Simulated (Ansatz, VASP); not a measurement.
# BaTiO3 in VASP and in Ansatz

```
Ba Ti O
1.0
     4.18000    0.00000    0.00000
     0.00000    4.18000    0.00000
     0.00000    0.00000    3.69774
Ba Ti O
1 1 3
Direct
  0.00000 0.00000 0.00000
  0.50000 0.50000 0.50000
  0.50000 0.50000 0.00000
  0.50000 0.00000 0.50000
  0.00000 0.50000 0.50000
```

Change from the starting cell: strain +0.040 along x and y, -0.080 along z, atoms carried along.

Alike in both runs: task single point; functional PBE; k mesh 8 × 8 × 8; occupations gaussian, width 0.05 eV; no spin polarisation.

|  | VASP | Ansatz |
| --- | --- | --- |
| version | VASP 6.6.1 | Ansatz 0.2.0 |
| potentials or method | VASP PAW PBE potentials, release 64 (Ba_sv, Ti_sv, O_h), cutoff 1340 eV | scalar-relativistic, plane waves, PAW |
| valence electrons in the cell | 40 | 40 |

VASP gave:

```
gap on the k mesh at the Fermi level (eV)                     : 1.49
least direct gap on the mesh (eV)                             : 1.64
pressure (GPa)                                                : 6.0
traceless stress, the component that is largest in VASP (GPa) : 19.22
```

Q: Which values does Ansatz return?

A: gap on the k mesh at the Fermi level (eV): 1.54; least direct gap on the mesh (eV): 1.68; pressure (GPa): 4.4; traceless stress, the component that is largest in VASP (GPa): 18.82.

With one functional, cell and mesh, what is left measures potentials, basis and numerics.

Spin-orbit coupling is off throughout.
